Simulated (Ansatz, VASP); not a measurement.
## TiO2 in VASP and in Ansatz

The input INCAR:

```
PREC = Accurate
ENCUT = 520
EDIFF = 1E-6
ISMEAR = -1
SIGMA = 0.08
LREAL = False
LASPH = True
NELM = 60
ALGO = Normal
ISIF = 2
LWAVE = False
LCHARG = False
GGA = PE
NBANDS = 33
```

KPOINTS

```
Automatic mesh
0
Gamma
  8 8 11
```

File POSCAR:

```
TiO2
1.0
    3.8404892369      0.0000000000      0.0000000000
    0.0000000000      3.8404892369      0.0000000000
    0.0000000000      0.0000000000      2.6861121789
Ti O
2 4
Direct
    0.0000000000      0.0000000000      0.0000000000
    0.5000000000      0.5000000000      0.5000000000
    0.3031660515      0.3031660515      0.0000000000
    0.6968339485      0.6968339485      0.0000000000
    0.8031660515      0.1968339485      0.5000000000
    0.1968339485      0.8031660515      0.5000000000
```

Input for Ansatz:

```yaml
crystal:
  lattice:
    - [3.8404892369, 0.0, 0.0]
    - [0.0, 3.8404892369, 0.0]
    - [0.0, 0.0, 2.6861121789]
  atoms:
    - { symbol: Ti, position: [0.0, 0.0, 0.0] }
    - { symbol: Ti, position: [0.5, 0.5, 0.5] }
    - { symbol: O, position: [0.3031660515, 0.3031660515, 0.0] }
    - { symbol: O, position: [0.6968339485, 0.6968339485, 0.0] }
    - { symbol: O, position: [0.8031660515, 0.1968339485, 0.5] }
    - { symbol: O, position: [0.1968339485, 0.8031660515, 0.5] }
kpoints:
  mp_grid: { grid: [8, 8, 11] }
scf:
  occupations: { method: fermi_dirac, width: 0.08 }
hamiltonian:
  xc: pbe
  pseudopotentials: { kind: nc }
output:
  forces: true
  stress: true
  eigenvalues: true
```

Change from the starting cell: volume scaled by 0.62, norm-conserving files.

Alike in both runs: task single point; functional PBE; k mesh 8 × 8 × 11; occupations fermi-dirac, width 0.08 eV; no spin polarisation.

```csv
,VASP,Ansatz
version,VASP 6.6.1,Ansatz 0.2.0
potentials or method,"VASP PAW PBE potentials, release 64 (Ti_sv, O)","norm-conserving pseudopotentials, scalar-relativistic"
plane-wave cutoff (eV),520,1240
valence electrons in the cell,48,48
```

|  | VASP | Ansatz | Ansatz less VASP |
| --- | --- | --- | --- |
| pressure (GPa) | 278.0 | 278.5 | +0.56 |
| traceless stress, the component that is largest in VASP (GPa) | 0.06 | 0.18 | +0.116 |
| rms of the force components (eV/Å) | 0.023 | 0.001 | -0.0213 |

Atom by atom the forces differ by 0.021 eV/Å (rms over components). Both programs put the cell under a high pressure, so it lies far from rest at this level. The functional is the same, so the differences come from potentials, cutoffs and numerics.

Noted on VASP's run: the cell as given lies far from equilibrium.
